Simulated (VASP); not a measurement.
# GaAs (F-43m) in VASP: further runs

Runs on GaAs. Level: PBE. Tasks: single point.

Program: VASP 6.6.1. These are calculated values, not measurements. Logs are shortened: lines on timing, memory, paths and dates and some standing lists are left out, and cuts for length are marked.

**1. The cell of the first run**

Symmetry: F-43m, No. 216, cubic system. The conventional cell has a = 5.654 Å, b = 5.654 Å, c = 5.654 Å, α = 90.00°, β = 90.00°, γ = 90.00°. Within 3.2 Å of Ga (site symmetry -43m) lie 4 As at 2.45 Å. Within 3.2 Å of As (site symmetry -43m) lie 4 Ga at 2.45 Å.

**2. Single point, PBE**

Input file INCAR:

```
SYSTEM = GaAs
  PREC = Accurate
  ENCUT = 520
  EDIFF = 1E-7
  ISMEAR = 0
  SIGMA = 0.01
  LREAL = .False.
  LASPH = .True.
  NELM = 80
  ALGO = Normal
  ISIF = 2
  LWAVE = .False.
  LCHARG = .False.
  GGA = PE
  NBANDS = 16
```

Input file KPOINTS:

```
Automatic mesh
0
Gamma
  8 8 8
  0 0 0
```

Input file POSCAR:

```
GaAs
1.0
    0.0000000000      2.8268500000      2.8268500000
    2.8268500000      0.0000000000      2.8268500000
    2.8268500000      2.8268500000      0.0000000000
Ga As
1 1
Direct
    0.0000000000      0.0000000000      0.0000000000
    0.2500000000      0.2500000000      0.2500000000
```

Potentials or basis: VASP PAW PBE potentials, release 64 (Ga_d, As).

Run with:

```console
$ cat potpaw_PBE.64/Ga_d/POTCAR potpaw_PBE.64/As/POTCAR > POTCAR
$ mpirun -np 1 vasp_std > vasp.out
```

OUTCAR:

```text
SYSTEM = GaAs
   PREC = Accurate
   ENCUT = 520
   EDIFF = 1E-7
   ISMEAR = 0
   LREAL = .False.
   LASPH = .True.
   NELM = 80
   ISIF = 2
   GGA = PE

 ion  position               nearest neighbor table
   1  0.000  0.000  0.000-   2 2.45   2 2.45   2 2.45   2 2.45
   2  0.250  0.250  0.250-   1 2.45   1 2.45   1 2.45   1 2.45

  LATTYP: Found a face centered cubic cell.
 ALAT       =     5.6537000000

  Lattice vectors:

 A1 = (   0.0000000000,   2.8268500000,   2.8268500000)
 A2 = (   2.8268500000,   0.0000000000,   2.8268500000)
 A3 = (   2.8268500000,   2.8268500000,   0.0000000000)

Analysis of symmetry for initial positions (statically):
=====================================================================
 Subroutine PRICEL returns:
 Original cell was already a primitive cell.

 Routine SETGRP: Setting up the symmetry group for a
 face centered cubic supercell.

 Subroutine GETGRP returns: Found 24 space group operations
 (whereof 24 operations were pure point group operations)
 out of a pool of 48 trial point group operations.

The static configuration has the point symmetry T_d .

Analysis of symmetry for dynamics (positions and initial velocities):
=====================================================================
 Subroutine PRICEL returns:
 Original cell was already a primitive cell.

 Routine SETGRP: Setting up the symmetry group for a
 face centered cubic supercell.

 Subroutine GETGRP returns: Found 24 space group operations
 (whereof 24 operations were pure point group operations)
 out of a pool of 48 trial point group operations.

The dynamic configuration has the point symmetry T_d .

 Subroutine INISYM returns: Found 24 space group operations
 (whereof 24 operations are pure point group operations),
 and found     1 'primitive' translations

----------------------------------------------------------------------------------------

                                     Primitive cell

  volume of cell :      45.1792

  direct lattice vectors                    reciprocal lattice vectors
     0.000000000  2.826850000  2.826850000    -0.176875321  0.176875321  0.176875321
     2.826850000  0.000000000  2.826850000     0.176875321 -0.176875321  0.176875321
     2.826850000  2.826850000  0.000000000     0.176875321  0.176875321 -0.176875321

  length of vectors
     3.997769609  3.997769609  3.997769609     0.306357042  0.306357042  0.306357042

  position of ions in fractional coordinates (direct lattice)
     0.000000000  0.000000000  0.000000000
     0.250000000  0.250000000  0.250000000

  ion indices of the primitive-cell ions
   primitive index   ion index
                 1           1
                 2           2

----------------------------------------------------------------------------------------

 KPOINTS: Automatic mesh

Automatic generation of k-mesh.
 Grid dimensions read from file:
 generate k-points for:    8    8    8

 Generating k-lattice:

  Cartesian coordinates                     Fractional coordinates (reciprocal lattice)
    -0.022109415  0.022109415  0.022109415     0.125000000  0.000000000  0.000000000
     0.022109415 -0.022109415  0.022109415     0.000000000  0.125000000  0.000000000
     0.022109415  0.022109415 -0.022109415     0.000000000  0.000000000  0.125000000

  Length of vectors
     0.038294630  0.038294630  0.038294630

  Shift w.r.t. Gamma in fractional coordinates (k-lattice)
     0.000000000  0.000000000  0.000000000

 Subroutine IBZKPT returns following result:
 ===========================================

 Found     29 irreducible k-points:

 Following reciprocal coordinates:
            Coordinates               Weight
  0.000000  0.000000  0.000000      1.000000
  0.125000  0.000000  0.000000      8.000000
  0.250000  0.000000  0.000000      8.000000
  0.375000  0.000000  0.000000      8.000000
  0.500000  0.000000  0.000000      4.000000
  0.125000  0.125000  0.000000      6.000000
[... 16 lines left out ...]
  0.500000  0.250000  0.125000     48.000000
 -0.375000  0.250000  0.125000     24.000000
 [... further k-points ...]
   k-points           NKPTS =     29   k-points in BZ     NKDIM =     29   number of bands    NBANDS=     16
   number of dos      NEDOS =    301   number of ions     NIONS =      2
   total plane-waves  NPLWV =  27000
   dimension x,y,z NGX =    30 NGY =   30 NGZ =   30
   dimension x,y,z NGXF=    60 NGYF=   60 NGZF=   60
   ions per type =               1   1
   NGX,Y,Z   is equivalent  to a cutoff of  12.48, 12.48, 12.48 a.u.
   NGXF,Y,Z  is equivalent  to a cutoff of  24.95, 24.95, 24.95 a.u.
 SYSTEM =  GaAs
   PREC   = accura    normal or accurate (medium, high low for compatibility)
   ISTART =      0    job   : 0-new  1-cont  2-samecut
   ICHARG =      2    charge: 1-file 2-atom 10-const
   ISPIN  =      1    spin polarized calculation?
   LNONCOLLINEAR =      F non collinear calculations
   LSORBIT =      F    spin-orbit coupling
   LASPH  =      T    aspherical Exc in radial PAW
   ENCUT  =  520.0 eV  38.22 Ry    6.18 a.u.   7.43  7.43  7.43*2*pi/ulx,y,z
   NELM   =     80;   NELMIN=  2; NELMDL= -5     # of ELM steps
   EDIFF  = 0.1E-06   stopping-criterion for ELM
   LREAL  =      F    real-space projection
   EDIFFG = 0.1E-05   stopping-criterion for IOM
   NSW    =      0    number of steps for IOM
   IBRION =     -1    ionic relax: 0-MD 1-quasi-New 2-CG
   NFREE  =      0    steps in history (QN), initial steepest desc. (CG)
   ISIF   =      2    stress and relaxation
   ISYM   =      2    0-nonsym 1-usesym 2-fastsym
   POTIM  = 0.5000    time-step for ionic-motion
   TEBEG  =    0.0;   TEEND  =   0.0 temperature during run
   PSTRESS=    0.0 pullay stress
   NELECT =      18.0000    total number of electrons
   NUPDOWN=      -1.0000    fix difference up-down
   EMIN   =  10.00;   EMAX   =-10.00  energy-range for DOS
   EFERMI =   0.00;   METHOD = LEGACY
   ISMEAR =     0;   SIGMA  =   0.01  broadening in eV -4-tet -1-fermi 0-gaus
   EFERMI_NEDOS =   21; number of points for ismear=-14 and -15
   IALGO  =     38    algorithm
   IMIX   =      4    mixing-type and parameters
     AMIX     =   0.40;   BMIX     =  1.00
     AMIX_MAG =   1.60;   BMIX_MAG =  1.00
  volume/ion in A,a.u.               =      22.59       152.44
  Fermi-wavevector in a.u.,A,eV,Ry     =   1.204628  2.276417 19.743799  1.451128
  Thomas-Fermi vector in A             =   2.340347
   LORBIT       =      0    0 simple, 1 ext, 2 COOP (PROOUT), +10 PAW based schemes
   GGA     = PE    functional components
   LHFCALC =     F    Hartree Fock is set to
   AEXX    =    0.0000 exact exchange contribution
   IVDW    =     0    specifies the selected vdW correction
   LEPSILON=     F    determine dielectric tensor
   LRPA    =     F    only Hartree local field effects (RPA)
 non-spin polarized calculation
 Gauss-broadening in eV      SIGMA  =   0.01
  energy-cutoff  :      520.00
  volume of cell :       45.18
 maximum number of plane-waves:      1243
 NGX is ok and might be reduce to    30
   NGX = 15   NGY = 15   NGZ = 15

 number of electron      17.9999995 magnetization

 Free energy of the ion-electron system (eV)
  ---------------------------------------------------
  ext. energy  EPLUGINS =         0.00000000
  ---------------------------------------------------
  free energy    TOTEN  =        -8.24710870 eV

  energy without entropy =       -8.24710870  energy(sigma->0) =       -8.24710870

 E-fermi :   3.9754     XC(G=0):  -9.5872

 val. band max:        3.9329999023   @ k =   0.0000   0.0000   0.0000
 cond. band min:       4.4530905812   @ k =   0.0000   0.0000   0.0000
 fundamental gap:      0.5200906789
 Fermi energy:         3.9753775132

 k-point     1 :       0.0000    0.0000    0.0000
  band No.  band energies     occupation
      1     -10.8761      2.00000
      2     -10.8761      2.00000
      3     -10.8761      2.00000
      4     -10.7969      2.00000
      5     -10.7969      2.00000
      6      -8.7926      2.00000
[... 8 lines left out ...]
     15      14.0548      0.00000
     16      14.0548      0.00000

 k-point     2 :       0.1250    0.0000    0.0000
  band No.  band energies     occupation
      1     -10.8895      2.00000
      2     -10.8725      2.00000
      3     -10.8725      2.00000
      4     -10.7971      2.00000
      5     -10.7971      2.00000
      6      -8.6100      2.00000
[... 8 lines left out ...]
     15      13.2004      0.00000
     16      13.2004      0.00000

 k-point     3 :       0.2500    0.0000    0.0000
  band No.  band energies     occupation
      1     -10.9190      2.00000
      2     -10.8648      2.00000
      3     -10.8648      2.00000
      4     -10.7966      2.00000
      5     -10.7966      2.00000
      6      -8.1001      2.00000
[... 8 lines left out ...]
     15      12.9593      0.00000
     16      12.9593      0.00000

 k-point     4 :       0.3750    0.0000    0.0000
  band No.  band energies     occupation
      1     -10.9453      2.00000
      2     -10.8587      2.00000
      3     -10.8587      2.00000
      4     -10.7945      2.00000
      5     -10.7945      2.00000
      6      -7.4170      2.00000
[... 8 lines left out ...]
     15      14.1240      0.00000
     16      14.1240      0.00000
[... 324 lines left out ...]
 k-point    22 :       0.3750    0.2500    0.1250
  band No.  band energies     occupation
      1     -10.9412      2.00000
      2     -10.8556      2.00000
      3     -10.8529      2.00000
      4     -10.8049      2.00000
      5     -10.7918      2.00000
      6      -7.6704      2.00000
[... 8 lines left out ...]
     15      14.8561      0.00000
     16      15.3488      0.00000

 k-point    23 :       0.5000    0.2500    0.1250
  band No.  band energies     occupation
      1     -10.9577      2.00000
      2     -10.8520      2.00000
      3     -10.8462      2.00000
      4     -10.8036      2.00000
      5     -10.7921      2.00000
      6      -7.0384      2.00000
[... 8 lines left out ...]
     15      14.7629      0.00000
     16      16.2018      0.00000

 k-point    24 :      -0.3750    0.2500    0.1250
  band No.  band energies     occupation
      1     -10.9638      2.00000
      2     -10.8513      2.00000
      3     -10.8437      2.00000
      4     -10.8012      2.00000
      5     -10.7934      2.00000
      6      -6.6853      2.00000
[... 8 lines left out ...]
     15      15.5478      0.00000
     16      16.0691      0.00000

 [... further k-points ...]
[... 5 lines left out ...]
  --------------------------------------------------------------------------------------
  -------------------------------------------------------------------------------------
  Total        0.9763617      0.9763617      0.9763617      0.0000000      0.0000000      0.0000000
  in kB       34.6244625     34.6244625     34.6244625      0.0000000      0.0000000      0.0000000
  external PRESSURE =      34.6244625 kB  Pullay stress =       0.0000000 kB

 VOLUME and BASIS-vectors are now :
 -----------------------------------------------------------------------------
  energy-cutoff  :      520.00
  volume of cell :       45.18
      direct lattice vectors                 reciprocal lattice vectors
     0.000000000  2.826850000  2.826850000    -0.176875321  0.176875321  0.176875321
     2.826850000  0.000000000  2.826850000     0.176875321 -0.176875321  0.176875321
     2.826850000  2.826850000  0.000000000     0.176875321  0.176875321 -0.176875321

 POSITION                                       TOTAL-FORCE (eV/Angst)
 -----------------------------------------------------------------------------------
      0.00000      0.00000      0.00000        -0.000000     -0.000000     -0.000000
      1.41342      1.41342      1.41342         0.000000      0.000000      0.000000
 -----------------------------------------------------------------------------------
    total drift:                                0.000002      0.000002      0.000002

  FREE ENERGIE OF THE ION-ELECTRON SYSTEM (eV)
  ---------------------------------------------------
  free  energy   TOTEN  =        -8.2471087050 eV

  energy  without entropy=       -8.2471087050  energy(sigma->0) =       -8.24710870
```

It took 10 s on 1 thread of Intel Xeon 6975P-C (Granite Rapids), shared host; peak memory 0.17 GiB.

What came out:

| Item | Value |
| --- | --- |
| Free energy | -8.2471 eV |
| Pressure | 3.5 GPa |
| Band gap on the k mesh | 0.52 eV, direct |

**3. Single point, PBE**

Input file INCAR:

```
  ALGO = Normal
  EDIFF = 1E-6
  ENCUT = 520
  GGA = PE
  ISIF = 2
  ISMEAR = 0
  LASPH = T
  LCHARG = F
  LREAL = F
  LWAVE = F
  NBANDS = 16
  NELM = 60
  PREC = Accurate
  SIGMA = 0.01
```

Input file KPOINTS:

```
k-points
0
Gamma
  8 8 8
```

POSCAR is that of step 2.

Potentials or basis: VASP PAW PBE potentials, release 64 (Ga_d, As).

Run with:

```console
$ cat potpaw_PBE.64/Ga_d/POTCAR potpaw_PBE.64/As/POTCAR > POTCAR
$ mpirun -np 1 vasp_std > vasp.out
```

Wall time 8.9 s (1 thread of Intel Xeon 6975P-C (Granite Rapids), shared host); peak memory 0.17 GiB.

The run converged. Its results:

```yaml
Free_energy: -8.2471 eV
Pressure: 3.4 GPa
Band_gap_on_the_k_mesh: 0.52 eV, direct
```

Levels at points of the mesh, in eV from the valence-band top:
| k point | band 7 | band 8 | band 9 | band 10 | band 11 | band 12 |
| --- | --- | --- | --- | --- | --- | --- |
| (0.00, 0.00, 0.00) | 0.00 | 0.00 | 0.00 | 0.52 | 3.73 | 3.73 |
| (0.50, 0.00, 0.00) | -6.64 | -1.14 | -1.14 | 1.00 | 4.63 | 4.63 |
| (0.50, 0.50, 0.00) | -6.82 | -2.68 | -2.68 | 1.46 | 1.65 | 10.17 |

A k mesh can miss the band edges. A hybrid or GW would open this gap; PBE tends to underestimate it.
